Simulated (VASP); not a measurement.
Here is a VASP 6.6.1 calculation.

Contents of INCAR:

```
SYSTEM = Si16Ge
  ALGO = Normal
  EDIFF = 1E-7
  EDIFFG = -0.03
  ENCUT = 520
  GGA = PE
  IBRION = 2
  ISIF = 2
  ISMEAR = 0
  LASPH = .True.
  LCHARG = .False.
  LREAL = Auto
  LWAVE = .False.
  NELM = 100
  NSW = 80
  PREC = Accurate
  SIGMA = 0.05
```

File KPOINTS:

```
k-points
0
Gamma
  2 2 2
  0 0 0
```

File POSCAR:

```
Si16Ge
1.0
    0.0000000000      5.4300000000      5.4300000000
    5.4300000000      0.0000000000      5.4300000000
    5.4300000000      5.4300000000      0.0000000000
Si Ge
16 1
Direct
    0.0000000000      0.0000000000      0.0000000000
    0.1250000000      0.1250000000      0.1250000000
    0.0000000000      0.0000000000      0.5000000000
    0.1250000000      0.1250000000      0.6250000000
    0.0000000000      0.5000000000      0.0000000000
    0.1250000000      0.6250000000      0.1250000000
    0.0000000000      0.5000000000      0.5000000000
    0.1250000000      0.6250000000      0.6250000000
    0.5000000000      0.0000000000      0.0000000000
    0.6250000000      0.1250000000      0.1250000000
    0.5000000000      0.0000000000      0.5000000000
    0.6250000000      0.1250000000      0.6250000000
    0.5000000000      0.5000000000      0.0000000000
    0.6250000000      0.6250000000      0.1250000000
    0.5000000000      0.5000000000      0.5000000000
    0.6250000000      0.6250000000      0.6250000000
    0.2442629400      1.2516303800      0.2544611700
```

Potentials or basis: VASP PAW PBE potentials, release 64 (Si, Ge_d).

The run is started by

```console
$ cat potpaw_PBE.64/Si/POTCAR potpaw_PBE.64/Ge_d/POTCAR > POTCAR
$ mpirun -np 1 vasp_std > vasp.out
```

What does it give for the energy gained by relaxing?

19.8 meV/atom.

Estimate the band gap on the k mesh.

zero (bands 39 and 40 overlap by 0.31 eV).

Final structure:
```yaml
crystal:
  lattice:
    - [0.00000, 5.43000, 5.43000]
    - [5.43000, 0.00000, 5.43000]
    - [5.43000, 5.43000, 0.00000]
  atoms:
    - { symbol: Si, position: [0.99865, 0.00038, 0.00106] }
    - { symbol: Si, position: [0.12126, 0.12114, 0.12111] }
    - { symbol: Si, position: [0.99543, 0.99545, 0.50464] }
    - { symbol: Si, position: [0.12090, 0.12074, 0.63757] }
    - { symbol: Si, position: [0.99548, 0.50453, 0.99552] }
    - { symbol: Si, position: [0.12110, 0.63695, 0.12094] }
    - { symbol: Si, position: [0.99539, 0.50455, 0.50464] }
    - { symbol: Si, position: [0.12727, 0.62424, 0.62432] }
    - { symbol: Si, position: [0.50427, 0.99566, 0.99568] }
    - { symbol: Si, position: [0.63526, 0.12158, 0.12156] }
    - { symbol: Si, position: [0.50430, 0.99557, 0.50457] }
    - { symbol: Si, position: [0.62416, 0.12706, 0.62445] }
    - { symbol: Si, position: [0.50428, 0.50447, 0.99564] }
    - { symbol: Si, position: [0.62421, 0.62442, 0.12699] }
    - { symbol: Si, position: [0.50009, 0.49997, 0.49993] }
    - { symbol: Si, position: [0.62411, 0.62435, 0.62442] }
    - { symbol: Ge, position: [0.24811, 0.25055, 0.25143] }
```

Caveat: the k points lie up to 0.50 Å⁻¹ apart.
